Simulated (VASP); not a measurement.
A run of VASP 6.6.1 is set up as follows.

The input INCAR:

```
SYSTEM = InP
PREC = Accurate ; ENCUT = 520
EDIFF = 1E-6 ; ISMEAR = 0
SIGMA = 0.15 ; LREAL = .FALSE.
LASPH = .TRUE. ; NELM = 60
ALGO = Normal ; ISIF = 2
LWAVE = .FALSE. ; LCHARG = .TRUE.
GGA = PE ; LELF = .TRUE.
LVHAR = .TRUE. ; NBANDS = 16
```

Contents of KPOINTS:

```
Automatic mesh
0
G
  18 18 18
  0 0 0
```

The input POSCAR:

```
InP
1.0
    0.0000000000      2.8624067564      2.6593539980
    2.7887204894      0.0000000000      2.6593539980
    2.7887204894      2.8624067564      0.0000000000
In P
1 1
Direct
    0.0000000000      0.0000000000      0.0000000000
    0.5000000000      0.5000000000      0.5000000000
```

Potentials or basis: VASP PAW PBE potentials, release 64 (In_d, P).

The run is started by

```sh
$ cat potpaw_PBE.64/In_d/POTCAR potpaw_PBE.64/P/POTCAR > POTCAR
$ mpirun -np 1 vasp_std > vasp.out
```

Problem. What does it give for the pressure?

Solution. 0.7 GPa.

Problem. What does it give for the band gap on the k mesh?

Solution. Zero (bands 9 and 10 overlap by 2.71 eV).

Stress tensor (GPa, compression positive):
```
-0.72  0.00  0.00
 0.00 -2.74  0.00
 0.00  0.00  5.47
```

Caveat: the cell differs from its parent crystal (strain +e along x and -e along y -0.0133, strain +e along z and -e/2 along x and y -0.0400); the stress differs along the axes, from -3 to 5 GPa; spin-orbit coupling is left out, which moves the levels of the heavy elements.
